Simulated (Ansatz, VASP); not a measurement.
**CuI: VASP beside Ansatz**

The input INCAR:

```
SYSTEM = CuI
  PREC = Accurate
  ENCUT = 520
  EDIFF = 1E-7
  ISMEAR = -1
  SIGMA = 0.02
  LREAL = .False.
  LASPH = .True.
  NELM = 60
  ALGO = Normal
  ISIF = 2
  LWAVE = .False.
  LCHARG = .False.
  GGA = PE
  NBANDS = 26
```

KPOINTS

```
regular mesh
0
Gamma
  5 5 6
  0 0 0
```

The input POSCAR:

```
CuI
1.0
    3.7704992659     -3.7481972337      0.0000000000
    3.7704992659      3.7481972337      0.0000000000
    0.0000000000      0.0000000000      4.3069976700
Cu I
2 2
Direct
    0.4204388300      0.5795611700      0.7500000000
    0.5795611700      0.4204388300      0.2500000000
    0.7700426800      0.2299573200      0.7500000000
    0.2299573200      0.7700426800      0.2500000000
```

Input for Ansatz:

```yaml
crystal:
  lattice:
    - [3.7704992659, -3.7481972337, 0.0]
    - [3.7704992659, 3.7481972337, 0.0]
    - [0.0, 0.0, 4.30699767]
  atoms:
    - { symbol: Cu, position: [0.42043883, 0.57956117, 0.75] }
    - { symbol: Cu, position: [0.57956117, 0.42043883, 0.25] }
    - { symbol: I, position: [0.77004268, 0.22995732, 0.75] }
    - { symbol: I, position: [0.22995732, 0.77004268, 0.25] }
kpoints:
  mp_grid: { grid: [5, 5, 6] }
  band_path:
    path:
      - [0.0, 0.0, 0.0]
      - [0.5, 0.5, 0.0]
      - [0.4970513089, 0.5029486911, 0.0]
      - [-0.4970513089, 0.4970513089, 0.0]
      - [0.0, 0.0, 0.0]
      - [0.0, 0.0, 0.5]
      - [-0.4970513089, 0.4970513089, 0.5]
      - [0.4970513089, 0.5029486911, 0.5]
      - [0.5, 0.5, 0.5]
    npoints: 5
scf:
  occupations: { method: fermi_dirac, width: 0.02 }
hamiltonian:
  xc: pbe
  pseudopotentials: { kind: all_electron, lapw: { basis_error: 0.0005 } }
output:
  forces: true
  stress: true
  eigenvalues: true
```

Change from the starting cell: equal xx and yy strain of +1 %.

Alike in both runs: task single point; functional PBE; k mesh 5 × 5 × 6; occupations fermi-dirac, width 0.02 eV; no spin polarisation.

```csv
,VASP,Ansatz
version,VASP 6.6.1,Ansatz 0.2.0
potentials or method,"VASP PAW PBE potentials, release 64 (Cu, I), cutoff 520 eV","all-electron LAPW, scalar-relativistic"
```

VASP gave:

| Property | Result |
| --- | --- |
| gap on the k mesh at the Fermi level (eV) | 1.00 |
| pressure (GPa) | 0.8 |
| traceless stress, the component that is largest in VASP (GPa) | 0.25 |
| rms of the force components (eV/Å) | 0.032 |

Problem. Which values does Ansatz return?

Solution. gap on the k mesh at the Fermi level (eV): 0.98; pressure (GPa): 0.7; traceless stress, the component that is largest in VASP (GPa): 0.19; rms of the force components (eV/Å): 0.028.

Atom by atom the forces differ by 0.005 eV/Å (rms over components). Ansatz ran all-electron here, and VASP with PAW potentials.

Neither program's run includes spin-orbit coupling.
